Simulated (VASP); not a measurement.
# Rb (Im-3m) in VASP: a series of runs, part 2 of 2

VASP 6.6.1. Earlier steps stand in the parts before.

**5. Single point, LDA**

Contents of INCAR:

```
SYSTEM = Rb
PREC = Accurate ; ENCUT = 520
EDIFF = 1E-6 ; ISMEAR = -1
SIGMA = 0.03 ; LREAL = .False.
LASPH = .True. ; NELM = 100
ALGO = Normal ; ISIF = 2
LWAVE = .False. ; LCHARG = .True.
LELF = .True. ; LVHAR = .True.
NBANDS = 10
```

Contents of KPOINTS:

```
Automatic mesh
0
Gamma
  8 8 8
  0 0 0
```

Contents of POSCAR:

```
Rb
1.0
   -2.6859640533      2.6859640533      2.6859640533
    2.6859640533     -2.6859640533      2.6859640533
    2.6859640533      2.6859640533     -2.6859640533
Rb
1
Direct
    0.0000000000      0.0000000000      0.0000000000
```

Potentials or basis: VASP PAW LDA potentials, release 64 (Rb_sv).

Launch:

```sh
> cat potpaw_LDA.64/Rb_sv/POTCAR > POTCAR
> mpirun -np 1 vasp_std > vasp.out
```

OUTCAR:

```text
SYSTEM = Rb
   PREC = Accurate
   ENCUT = 520
   EDIFF = 1E-6
   ISMEAR = -1
   LREAL = .False.
   LASPH = .True.
   NELM = 100
   ISIF = 2

 ion  position               nearest neighbor table
   1  0.000  0.000  0.000-

  LATTYP: Found a body centered cubic cell.
 ALAT       =     5.3719281066

  Lattice vectors:

 A1 = (  -2.6859640533,   2.6859640533,   2.6859640533)
 A2 = (   2.6859640533,  -2.6859640533,   2.6859640533)
 A3 = (   2.6859640533,   2.6859640533,  -2.6859640533)

Analysis of symmetry for initial positions (statically):
=====================================================================
 Subroutine PRICEL returns:
 Original cell was already a primitive cell.

 Routine SETGRP: Setting up the symmetry group for a
 body centered cubic supercell.

 Subroutine GETGRP returns: Found 48 space group operations
 (whereof 48 operations were pure point group operations)
 out of a pool of 48 trial point group operations.

The static configuration has the point symmetry O_h .

Analysis of symmetry for dynamics (positions and initial velocities):
=====================================================================
 Subroutine PRICEL returns:
 Original cell was already a primitive cell.

 Routine SETGRP: Setting up the symmetry group for a
 body centered cubic supercell.

 Subroutine GETGRP returns: Found 48 space group operations
 (whereof 48 operations were pure point group operations)
 out of a pool of 48 trial point group operations.

The dynamic configuration has the point symmetry O_h .

 Subroutine INISYM returns: Found 48 space group operations
 (whereof 48 operations are pure point group operations),
 and found     1 'primitive' translations

----------------------------------------------------------------------------------------

                                     Primitive cell

  volume of cell :      77.5105

  direct lattice vectors                    reciprocal lattice vectors
    -2.685964053  2.685964053  2.685964053     0.000000000  0.186152901  0.186152901
     2.685964053 -2.685964053  2.685964053     0.186152901  0.000000000  0.186152901
     2.685964053  2.685964053 -2.685964053     0.186152901  0.186152901  0.000000000

  length of vectors
     4.652226208  4.652226208  4.652226208     0.263259957  0.263259957  0.263259957

  position of ions in fractional coordinates (direct lattice)
     0.000000000  0.000000000  0.000000000

  ion indices of the primitive-cell ions
   primitive index   ion index
                 1           1

----------------------------------------------------------------------------------------

 KPOINTS: Automatic mesh

Automatic generation of k-mesh.
 Grid dimensions read from file:
 generate k-points for:    8    8    8

 Generating k-lattice:

  Cartesian coordinates                     Fractional coordinates (reciprocal lattice)
     0.000000000  0.023269113  0.023269113     0.125000000  0.000000000  0.000000000
     0.023269113  0.000000000  0.023269113     0.000000000  0.125000000  0.000000000
     0.023269113  0.023269113  0.000000000     0.000000000  0.000000000  0.125000000

  Length of vectors
     0.032907495  0.032907495  0.032907495

  Shift w.r.t. Gamma in fractional coordinates (k-lattice)
     0.000000000  0.000000000  0.000000000

 Subroutine IBZKPT returns following result:
 ===========================================

 Found     29 irreducible k-points:

 Following reciprocal coordinates:
            Coordinates               Weight
  0.000000  0.000000  0.000000      1.000000
  0.125000  0.000000  0.000000     12.000000
  0.250000  0.000000  0.000000     12.000000
  0.375000  0.000000  0.000000     12.000000
  0.500000  0.000000  0.000000      6.000000
  0.125000  0.125000  0.000000     24.000000
[... 16 lines left out ...]
 -0.250000  0.250000  0.250000      6.000000
 -0.375000  0.375000  0.250000     24.000000
 [... further k-points ...]
   k-points           NKPTS =     29   k-points in BZ     NKDIM =     29   number of bands    NBANDS=     10
   number of dos      NEDOS =    301   number of ions     NIONS =      1
   total plane-waves  NPLWV =  46656
   dimension x,y,z NGX =    36 NGY =   36 NGZ =   36
   dimension x,y,z NGXF=    72 NGYF=   72 NGZF=   72
   ions per type =               1
   NGX,Y,Z   is equivalent  to a cutoff of  12.86, 12.86, 12.86 a.u.
   NGXF,Y,Z  is equivalent  to a cutoff of  25.73, 25.73, 25.73 a.u.
 SYSTEM =  Rb
   PREC   = accura    normal or accurate (medium, high low for compatibility)
   ISTART =      0    job   : 0-new  1-cont  2-samecut
   ICHARG =      2    charge: 1-file 2-atom 10-const
   ISPIN  =      1    spin polarized calculation?
   LNONCOLLINEAR =      F non collinear calculations
   LSORBIT =      F    spin-orbit coupling
   LASPH  =      T    aspherical Exc in radial PAW
   ENCUT  =  520.0 eV  38.22 Ry    6.18 a.u.   8.65  8.65  8.65*2*pi/ulx,y,z
   NELM   =    100;   NELMIN=  2; NELMDL= -5     # of ELM steps
   EDIFF  = 0.1E-05   stopping-criterion for ELM
   LREAL  =      F    real-space projection
   EDIFFG = 0.1E-04   stopping-criterion for IOM
   NSW    =      0    number of steps for IOM
   IBRION =     -1    ionic relax: 0-MD 1-quasi-New 2-CG
   NFREE  =      0    steps in history (QN), initial steepest desc. (CG)
   ISIF   =      2    stress and relaxation
   ISYM   =      2    0-nonsym 1-usesym 2-fastsym
   POTIM  = 0.5000    time-step for ionic-motion
   TEBEG  =    0.0;   TEEND  =   0.0 temperature during run
   PSTRESS=    0.0 pullay stress
   NELECT =       9.0000    total number of electrons
   NUPDOWN=      -1.0000    fix difference up-down
   EMIN   =  10.00;   EMAX   =-10.00  energy-range for DOS
   EFERMI =   0.00;   METHOD = LEGACY
   ISMEAR =    -1;   SIGMA  =   0.03  broadening in eV -4-tet -1-fermi 0-gaus
   EFERMI_NEDOS =   21; number of points for ismear=-14 and -15
   IALGO  =     38    algorithm
   IMIX   =      4    mixing-type and parameters
     AMIX     =   0.40;   BMIX     =  1.00
     AMIX_MAG =   1.60;   BMIX_MAG =  1.00
  volume/ion in A,a.u.               =      77.51       523.07
  Fermi-wavevector in a.u.,A,eV,Ry     =   0.798673  1.509272  8.678857  0.637878
  Thomas-Fermi vector in A             =   1.905629
   LORBIT       =      0    0 simple, 1 ext, 2 COOP (PROOUT), +10 PAW based schemes
   GGA     = CA    functional components
   LHFCALC =     F    Hartree Fock is set to
   AEXX    =    0.0000 exact exchange contribution
   IVDW    =     0    specifies the selected vdW correction
   LEPSILON=     F    determine dielectric tensor
   LRPA    =     F    only Hartree local field effects (RPA)
 non-spin polarized calculation
  energy-cutoff  :      520.00
  volume of cell :       77.51
 maximum number of plane-waves:      2112
   NGX = 17   NGY = 17   NGZ = 17

 number of electron       9.0000000 magnetization

 Free energy of the ion-electron system (eV)
  ---------------------------------------------------
  ext. energy  EPLUGINS =         0.00000000
  ---------------------------------------------------
  free energy    TOTEN  =        -1.05438754 eV

  energy without entropy =       -1.04926761  energy(sigma->0) =       -1.05182757

 E-fermi :   0.1952     XC(G=0):  -6.1026

 val. band max:        0.1593201803   @ k =   0.2500   0.2500   0.0000
 cond. band min:       0.2286705467   @ k =   0.3750   0.1250   0.0000
 fundamental gap:      0.0693503663
 Fermi energy:         0.1952409971

 k-point     1 :       0.0000    0.0000    0.0000
  band No.  band energies     occupation
      1     -28.5527      2.00000
      2     -12.6310      2.00000
      3     -12.6310      2.00000
      4     -12.6310      2.00000
      5      -2.0408      2.00000
      6       3.8831      0.00000
      7       3.8831      0.00000
      8       3.8831      0.00000
      9       4.9834      0.00000
     10       4.9834      0.00000

 k-point     2 :       0.1250    0.0000    0.0000
  band No.  band energies     occupation
      1     -28.5513      2.00000
      2     -12.6569      2.00000
      3     -12.6392      2.00000
      4     -12.6311      2.00000
      5      -1.8260      2.00000
      6       3.5784      0.00000
      7       3.6308      0.00000
      8       4.0904      0.00000
      9       4.6994      0.00000
     10       4.9292      0.00000
[... 274 lines left out ...]
 k-point    24 :      -0.3750    0.3750    0.2500
  band No.  band energies     occupation
      1     -28.5409      2.00000
      2     -12.7578      2.00000
      3     -12.7102      2.00000
      4     -12.6939      2.00000
      5       0.3019      0.05560
      6       1.8476      0.00000
      7       3.2582      0.00000
      8       3.2753      0.00000
      9       4.4298      0.00000
     10       5.5983      0.00000

 [... further k-points ...]
[... 5 lines left out ...]
  --------------------------------------------------------------------------------------
  -------------------------------------------------------------------------------------
  Total        0.0101146      0.0101146      0.0101146      0.0000000      0.0000000     -0.0000000
  in kB        0.2090735      0.2090735      0.2090735      0.0000000      0.0000000     -0.0000000
  external PRESSURE =       0.2090735 kB  Pullay stress =       0.0000000 kB

 VOLUME and BASIS-vectors are now :
 -----------------------------------------------------------------------------
  energy-cutoff  :      520.00
  volume of cell :       77.51
      direct lattice vectors                 reciprocal lattice vectors
    -2.685964053  2.685964053  2.685964053     0.000000000  0.186152901  0.186152901
     2.685964053 -2.685964053  2.685964053     0.186152901  0.000000000  0.186152901
     2.685964053  2.685964053 -2.685964053     0.186152901  0.186152901  0.000000000

 POSITION                                       TOTAL-FORCE (eV/Angst)
 -----------------------------------------------------------------------------------
      0.00000      0.00000      0.00000        -0.000000      0.000000      0.000000
 -----------------------------------------------------------------------------------
    total drift:                               -0.000000      0.000000      0.000000

  FREE ENERGIE OF THE ION-ELECTRON SYSTEM (eV)
  ---------------------------------------------------
  free  energy   TOTEN  =        -1.0543875397 eV

  energy  without entropy=       -1.0492676091  energy(sigma->0) =       -1.05182757
```

OSZICAR:

```text
N       E                     dE             d eps       ncg     rms          rms(c)
DAV:   1     0.396354946788E+02    0.39635E+02   -0.33936E+03   580   0.670E+02
DAV:   2     0.128517938223E+01   -0.38350E+02   -0.37575E+02   646   0.125E+02
DAV:   3    -0.973091479776E+00   -0.22583E+01   -0.22256E+01   780   0.300E+01
DAV:   4    -0.105417120946E+01   -0.81080E-01   -0.80957E-01   784   0.497E+00
DAV:   5    -0.105613902747E+01   -0.19678E-02   -0.19677E-02   792   0.570E-01    0.151E+00
DAV:   6    -0.105472575011E+01    0.14133E-02   -0.23521E-03   776   0.262E-01    0.915E-01
DAV:   7    -0.105436696725E+01    0.35878E-03   -0.35635E-03   760   0.309E-01    0.578E-02
DAV:   8    -0.105438363189E+01   -0.16665E-04   -0.22692E-04   690   0.107E-01    0.118E-02
DAV:   9    -0.105438741222E+01   -0.37803E-05   -0.83095E-06   788   0.191E-02    0.475E-03
DAV:  10    -0.105438753969E+01   -0.12746E-06   -0.25460E-06   662   0.857E-03
   1 F= -.10543875E+01 E0= -.10518276E+01  d E =-.511993E-02
```

It took 21 s on 1 thread of Intel Xeon 6975P-C, shared host; peak memory 0.17 GiB.

What came out:

* Free energy: -1.0544 eV
* Pressure: 0.0 GPa

Levels at points of the mesh, in eV from the Fermi level:
| k point | band 1 | band 2 | band 3 | band 4 | band 5 | band 6 | band 7 | band 8 |
| --- | --- | --- | --- | --- | --- | --- | --- | --- |
| (0.00, 0.00, 0.00) | -28.75 | -12.83 | -12.83 | -12.83 | -2.24 | 3.69 | 3.69 | 3.69 |
| (0.50, 0.00, 0.00) | -28.74 | -13.00 | -12.88 | -12.83 | 0.13 | 0.94 | 2.51 | 4.47 |
| (0.50, 0.50, 0.50) | -28.73 | -12.95 | -12.95 | -12.95 | 1.12 | 1.12 | 3.66 | 3.66 |

**6. Single point, LDA**

Contents of INCAR:

```
  PREC = Accurate
  ENCUT = 520
  EDIFF = 1E-6
  ISMEAR = -1
  SIGMA = 0.1
  LREAL = False
  LASPH = True
  NELM = 60
  ALGO = Normal
  ISIF = 2
  LWAVE = False
  LCHARG = False
  GGA = CA
  NBANDS = 10
```

Contents of KPOINTS:

```
regular mesh
0
Gamma
  8 8 8
```

POSCAR is that of step 5.

Potentials or basis: VASP PAW LDA potentials, release 64 (Rb_sv).

Launch:

```sh
> cat potpaw_LDA.64/Rb_sv/POTCAR > POTCAR
> mpirun -np 1 vasp_std > vasp.out
```

OUTCAR:

```text
PREC = Accurate
   ENCUT = 520
   EDIFF = 1E-6
   ISMEAR = -1
   LREAL = False
   LASPH = True
   NELM = 60
   ISIF = 2
   GGA = CA

 ion  position               nearest neighbor table
   1  0.000  0.000  0.000-

  LATTYP: Found a body centered cubic cell.
 ALAT       =     5.3719281066

  Lattice vectors:

 A1 = (  -2.6859640533,   2.6859640533,   2.6859640533)
 A2 = (   2.6859640533,  -2.6859640533,   2.6859640533)
 A3 = (   2.6859640533,   2.6859640533,  -2.6859640533)

Analysis of symmetry for initial positions (statically):
=====================================================================
 Subroutine PRICEL returns:
 Original cell was already a primitive cell.

 Routine SETGRP: Setting up the symmetry group for a
 body centered cubic supercell.

 Subroutine GETGRP returns: Found 48 space group operations
 (whereof 48 operations were pure point group operations)
 out of a pool of 48 trial point group operations.

The static configuration has the point symmetry O_h .

Analysis of symmetry for dynamics (positions and initial velocities):
=====================================================================
 Subroutine PRICEL returns:
 Original cell was already a primitive cell.

 Routine SETGRP: Setting up the symmetry group for a
 body centered cubic supercell.

 Subroutine GETGRP returns: Found 48 space group operations
 (whereof 48 operations were pure point group operations)
 out of a pool of 48 trial point group operations.

The dynamic configuration has the point symmetry O_h .

 Subroutine INISYM returns: Found 48 space group operations
 (whereof 48 operations are pure point group operations),
 and found     1 'primitive' translations

----------------------------------------------------------------------------------------

                                     Primitive cell

[... 104 lines left out ...]
   EFERMI_NEDOS =   21; number of points for ismear=-14 and -15
   IALGO  =     38    algorithm
   IMIX   =      4    mixing-type and parameters
     AMIX     =   0.40;   BMIX     =  1.00
     AMIX_MAG =   1.60;   BMIX_MAG =  1.00
  volume/ion in A,a.u.               =      77.51       523.07
  Fermi-wavevector in a.u.,A,eV,Ry     =   0.798673  1.509272  8.678857  0.637878
  Thomas-Fermi vector in A             =   1.905629
   LORBIT       =      0    0 simple, 1 ext, 2 COOP (PROOUT), +10 PAW based schemes
   GGA     = CA    functional components
   LHFCALC =     F    Hartree Fock is set to
   AEXX    =    0.0000 exact exchange contribution
   IVDW    =     0    specifies the selected vdW correction
   LEPSILON=     F    determine dielectric tensor
   LRPA    =     F    only Hartree local field effects (RPA)
 non-spin polarized calculation
  energy-cutoff  :      520.00
  volume of cell :       77.51
 maximum number of plane-waves:      2112
   NGX = 17   NGY = 17   NGZ = 17

 number of electron       9.0000000 magnetization

 Free energy of the ion-electron system (eV)
  ---------------------------------------------------
  ext. energy  EPLUGINS =         0.00000000
  ---------------------------------------------------
  free energy    TOTEN  =        -1.07220223 eV

  energy without entropy =       -1.03912723  energy(sigma->0) =       -1.05566473

 E-fermi :   0.1660     XC(G=0):  -6.1023

 val. band max:        0.1596728832   @ k =   0.2500   0.2500   0.0000
 cond. band min:       0.2290284206   @ k =   0.3750   0.1250   0.0000
 fundamental gap:      0.0693555374
 Fermi energy:         0.1659709972

 k-point     1 :       0.0000    0.0000    0.0000
  band No.  band energies     occupation
      1     -28.5523      2.00000
      2     -12.6306      2.00000
      3     -12.6306      2.00000
      4     -12.6306      2.00000
      5      -2.0404      2.00000
      6       3.8837      0.00000
      7       3.8837      0.00000
      8       3.8837      0.00000
      9       4.9834      0.00000
     10       4.9834      0.00000
[... 287 lines left out ...]
 k-point    24 :      -0.3750    0.3750    0.2500
  band No.  band energies     occupation
      1     -28.5406      2.00000
      2     -12.7573      2.00000
      3     -12.7098      2.00000
      4     -12.6935      2.00000
      5       0.3022      0.40775
      6       1.8479      0.00000
      7       3.2586      0.00000
      8       3.2759      0.00000
      9       4.4301      0.00000
     10       5.5988      0.00000

 [... further k-points ...]
[... 5 lines left out ...]
  --------------------------------------------------------------------------------------
  -------------------------------------------------------------------------------------
  Total        0.0060199      0.0060199      0.0060199     -0.0000000     -0.0000000      0.0000000
  in kB        0.1244347      0.1244347      0.1244347     -0.0000000     -0.0000000      0.0000000
  external PRESSURE =       0.1244347 kB  Pullay stress =       0.0000000 kB

 VOLUME and BASIS-vectors are now :
 -----------------------------------------------------------------------------
  energy-cutoff  :      520.00
  volume of cell :       77.51
      direct lattice vectors                 reciprocal lattice vectors
    -2.685964053  2.685964053  2.685964053     0.000000000  0.186152901  0.186152901
     2.685964053 -2.685964053  2.685964053     0.186152901  0.000000000  0.186152901
     2.685964053  2.685964053 -2.685964053     0.186152901  0.186152901  0.000000000

 POSITION                                       TOTAL-FORCE (eV/Angst)
 -----------------------------------------------------------------------------------
      0.00000      0.00000      0.00000         0.000000     -0.000000      0.000000
 -----------------------------------------------------------------------------------
    total drift:                               -0.000000      0.000000      0.000000

  FREE ENERGIE OF THE ION-ELECTRON SYSTEM (eV)
  ---------------------------------------------------
  free  energy   TOTEN  =        -1.0722022299 eV

  energy  without entropy=       -1.0391272265  energy(sigma->0) =       -1.05566473
```

OSZICAR:

```text
N       E                     dE             d eps       ncg     rms          rms(c)
DAV:   1     0.396146339611E+02    0.39615E+02   -0.33936E+03   580   0.670E+02
DAV:   2     0.126302559832E+01   -0.38352E+02   -0.37611E+02   646   0.125E+02
DAV:   3    -0.990485429857E+00   -0.22535E+01   -0.22346E+01   780   0.300E+01
DAV:   4    -0.107200653047E+01   -0.81521E-01   -0.81424E-01   784   0.498E+00
DAV:   5    -0.107396122651E+01   -0.19547E-02   -0.19545E-02   792   0.568E-01    0.149E+00
DAV:   6    -0.107254072275E+01    0.14205E-02   -0.23676E-03   776   0.263E-01    0.903E-01
DAV:   7    -0.107218186375E+01    0.35886E-03   -0.35684E-03   760   0.310E-01    0.579E-02
DAV:   8    -0.107219832521E+01   -0.16461E-04   -0.22837E-04   690   0.107E-01    0.116E-02
DAV:   9    -0.107220209806E+01   -0.37729E-05   -0.83367E-06   796   0.190E-02    0.479E-03
DAV:  10    -0.107220222995E+01   -0.13189E-06   -0.24961E-06   654   0.847E-03
   1 F= -.10722022E+01 E0= -.10556647E+01  d E =-.330750E-01
```

Wall time 18 s (1 thread of Intel Xeon 6975P-C, shared host); peak memory 0.17 GiB.

What came out:

```yaml
Free_energy: -1.0722 eV
Pressure: 0.0 GPa
```

**7. Summary**

```csv
smearing,gap on the mesh (eV),pressure (GPa)
fermi-dirac 0.1 eV,none,0.0
fermi-dirac 0.01 eV,none,0.0
fermi-dirac 0.03 eV,none,0.0
```

Alike in all rows: task single point; level LDA; potentials or basis VASP PAW LDA potentials, release 64 (Rb_sv); no spin polarisation; cell as given; k mesh 8 × 8 × 8; cutoff (eV) 520.

Every run on the cell as given and a fine mesh finds a metal.

Total energies depend on the potentials used, so only differences within one code and one set of settings carry meaning.
